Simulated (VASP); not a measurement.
Wanted: the native input for a VASP 6.6.1 run.

```yaml
Task: single point
Functional: PBE-based screened hybrid with 35 % exact exchange
Potentials_or_basis: VASP PAW PBE potentials, release 64 (K_sv, F)
Cutoff: 520 eV
k_mesh: 5 × 5 × 5
Occupations: fermi-dirac, width 0.05 eV
Spin: no spin polarisation
Dipole_correction: no
Grid_for_exact_exchange_PRECFOCK: Normal
Share_of_exact_exchange: 0.35
Further_INCAR_settings: ALGO = Normal; EDIFF = 1e-06; NBANDS = 15
Screening_parameter: 0.20787 1/Å
```

The system is KF.

```
K F
1.0
     0.00000    2.67185    2.67185
     2.67185    0.00000    2.67185
     2.67185    2.67185    0.00000
K F
1 1
Direct
  0.00000 0.00000 0.00000
  0.50000 0.50000 0.50000
```

One way to write it, as run:

POSCAR

```
KF
1.0
    0.0000000000      2.6718500000      2.6718500000
    2.6718500000      0.0000000000      2.6718500000
    2.6718500000      2.6718500000      0.0000000000
K F
1 1
Direct
    0.0000000000      0.0000000000      0.0000000000
    0.5000000000      0.5000000000      0.5000000000
```

INCAR.step1

```
ALGO = Normal
EDIFF = 1E-5
ENCUT = 520
GGA = PE
ISIF = 2
ISMEAR = -1
LASPH = T
LCHARG = F
LREAL = F
LWAVE = T
NBANDS = 15
NELM = 80
PREC = Accurate
SIGMA = 0.05
```

INCAR.step2

```
AEXX = 0.35
ALGO = Normal
EDIFF = 1E-6
ENCUT = 520
GGA = PE
HFSCREEN = 0.2078699
ISIF = 2
ISMEAR = -1
ISTART = 1
LASPH = T
LCHARG = F
LHFCALC = T
LREAL = F
LWAVE = F
NBANDS = 15
NELM = 80
PREC = Accurate
PRECFOCK = Normal
SIGMA = 0.05
```

KPOINTS

```
k-points
0
Gamma
  5 5 5
```

Potentials or basis: VASP PAW PBE potentials, release 64 (K_sv, F).

Run with:

```console
$ cat potpaw_PBE.64/K_sv/POTCAR potpaw_PBE.64/F/POTCAR > POTCAR
$ cp INCAR.step1 INCAR
$ mpirun -np 1 vasp_std > vasp.out
$ cp INCAR.step2 INCAR
$ mpirun -np 1 vasp_std > vasp.out
```

It gave:

```
Pressure               : 0.2 GPa
Band gap on the k mesh : 8.98 eV
```

Caveat: the PAW data sets were made with another functional, which shifts forces and pressure a little.

Wall time 6.7 min on 1 thread of Intel(R) Xeon(R) 6975P-C (Granite Rapids) (shared host), peak memory 0.27 GiB.
